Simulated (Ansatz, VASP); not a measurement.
# One calculation of Pt, two programs

Contents of INCAR:

```
  PREC = Accurate
  ENCUT = 520
  EDIFF = 1E-6
  ISMEAR = 0
  SIGMA = 0.15
  LREAL = F
  LASPH = T
  NELM = 80
  ALGO = Normal
  ISIF = 2
  LWAVE = F
  LCHARG = F
  GGA = PE
  NBANDS = 11
```

The input KPOINTS:

```
Automatic mesh
0
Gamma
  22 22 22
```

Contents of POSCAR:

```
Pt
1.0
    0.0000000000      2.1153416449      1.6778889927
    2.1153416449      0.0000000000      1.6778889927
    2.1153416449      2.1153416449      0.0000000000
Pt
1
Direct
    0.0000000000      0.0000000000      0.0000000000
```

Input for Ansatz:

```yaml
crystal:
  lattice:
    - [0.0, 2.1153416449, 1.6778889927]
    - [2.1153416449, 0.0, 1.6778889927]
    - [2.1153416449, 2.1153416449, 0.0]
  atoms:
    - { symbol: Pt, position: [0.0, 0.0, 0.0] }
basis:
  ecutwfc: 420
kpoints:
  mp_grid: { grid: [22, 22, 22] }
hamiltonian:
  xc: pbe
  pseudopotentials: { kind: paw, azcp: { folder: soft_1 } }
scf:
  occupations: { method: gaussian, width: 0.15 }
output:
  forces: true
  stress: true
  eigenvalues: true
```

Alike in both runs: task single point; functional PBE; k mesh 22 × 22 × 22; occupations gaussian, width 0.15 eV; no spin polarisation.

|  | VASP | Ansatz |
| --- | --- | --- |
| version | VASP 6.6.1 | Ansatz 0.2.0 |
| potentials or method | VASP PAW PBE potentials, release 64 (Pt), cutoff 520 eV | scalar-relativistic, plane waves, PAW |
| valence electrons in the cell | 10 | 18 |

Ansatz gave:

- gap on the k mesh at the Fermi level (eV): none
- pressure (GPa): 13.8
- traceless stress, the component that is largest in VASP (GPa): 4.77

Which values does VASP return?

gap on the k mesh at the Fermi level (eV): none; pressure (GPa): 13.3; traceless stress, the component that is largest in VASP (GPa): 4.75.

A gap of «none» marks a metal or a gap that the smearing closes. VASP's potentials hold 10 valence electrons a cell and Ansatz's 18, so a difference there can come from the potentials and not from the codes.

Neither program's run includes spin-orbit coupling.
